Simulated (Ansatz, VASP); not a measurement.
# SnSe: VASP beside Ansatz

```
Sn Se
1.0
     0.00000    2.85169    2.85169
     2.85169    0.00000    2.85169
     2.85169    2.85169    0.00000
Sn Se
1 1
Direct
  0.00000 0.00000 0.00000
  0.50000 0.50000 0.50000
```

Alike in both runs: functional PBEsol; k mesh 10 × 10 × 10; occupations fermi-dirac, width 0.05 eV; no spin polarisation.

Ansatz relaxed the structure, and its values are those at the end. VASP's run is a single point on that final structure, the one shown.

|  | VASP | Ansatz |
| --- | --- | --- |
| version | VASP 6.6.1 | Ansatz 0.2.0 |
| potentials or method | VASP PAW PBE potentials, release 64 (Sn_d, Se) | PAW with Ansatz's default frozen-core files, scalar-relativistic |
| plane-wave cutoff (eV) | 520 | 420 |
| valence electrons in the cell | 20 | 30 |

|  | VASP | Ansatz | Ansatz less VASP |
| --- | --- | --- | --- |
| pressure (GPa) | 9.3 | 9.2 | -0.06 |

VASP's potentials were made for PBE, not for PBEsol. The functional is the same, so the differences come from potentials, cutoffs and numerics. VASP's potentials hold 20 valence electrons a cell and Ansatz's 30, so a difference there can come from the potentials and not from the codes. Ansatz's warnings: stress scf threshold loose.
